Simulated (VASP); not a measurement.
Input of a VASP 6.6.1 run:

INCAR

```
SYSTEM = BeZn2Se3
PREC = Accurate ; ENCUT = 520
EDIFF = 1E-6 ; ISMEAR = 0
SIGMA = 0.02 ; LREAL = .False.
LASPH = .True. ; NELM = 60
ALGO = Normal ; ISIF = 2
LWAVE = .False. ; LCHARG = .True.
GGA = PE ; LELF = .True.
LVHAR = .True. ; NBANDS = 31
```

KPOINTS

```
regular mesh
0
Gamma
  10 10 10
  0 0 0
```

Contents of POSCAR:

```
BeZn2Se3
1.0
   -1.9115576585      1.9115576585      8.2436038900
    1.9115576585     -1.9115576585      8.2436038900
    1.9115576585      1.9115576585     -8.2436038900
Be Zn Se
1 2 3
Direct
    0.0000000000      0.0000000000      0.0000000000
    0.6611563469      0.6611563469      0.0000000000
    0.3388436531      0.3388436531      0.0000000000
    0.4285019469      0.9285019469      0.5000000000
    0.0714980531      0.5714980531      0.5000000000
    0.7500000000      0.2500000000      0.5000000000
```

Potentials or basis: VASP PAW PBE potentials, release 64 (Be, Zn, Se).

Command:

```sh
$ cat potpaw_PBE.64/Be/POTCAR potpaw_PBE.64/Zn/POTCAR potpaw_PBE.64/Se/POTCAR > POTCAR
$ mpirun -np 1 vasp_std > vasp.out
```

Task: Estimate the band gap on the k mesh.

Result: 2.11 eV.

Task: Estimate the pressure.

Result: 4.7 GPa.

Task: What does it give for the largest force?

Result: 0.014 eV/Å.

Forces on the atoms (eV/Å):
```
Be   0.000  0.000  0.000
Zn   0.000  0.000  0.001
Zn   0.000  0.000 -0.001
Se   0.000  0.000  0.014
Se   0.000  0.000 -0.014
Se   0.000  0.000  0.000
```

Caveat: the cell stands under pressure. A k mesh can miss the band edges.
